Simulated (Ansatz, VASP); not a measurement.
# One calculation of P, two programs

```
P
1.0
     1.29771   -2.36444    0.00000
     1.29771    2.36444    0.00000
     0.00000    0.00000    2.45266
P
1
Direct
  0.00000 0.00000 0.00000
```

Alike in both runs: functional PBE; k mesh 6 × 6 × 6; occupations gaussian, width 0.1 eV; no spin polarisation.

Ansatz relaxed the structure, and its values are those at the end. VASP's run is a single point on that final structure, the one shown.

|  | VASP | Ansatz |
| --- | --- | --- |
| version | VASP 6.6.1 | Ansatz 0.2.0 |
| potentials or method | VASP PAW PBE potentials, release 64 (P), cutoff 520 eV | scalar-relativistic, plane waves, PAW |
| valence electrons in the cell | 5 | 5 |

|  | VASP | Ansatz | Ansatz less VASP |
| --- | --- | --- | --- |
| gap on the k mesh at the Fermi level (eV) | none | none | - |
| pressure (GPa) | -0.1 | 0.1 | +0.18 |

A gap of «none» marks a metal or a gap that the smearing closes.

The k mesh is coarse, so the values compare programs but aren't converged.
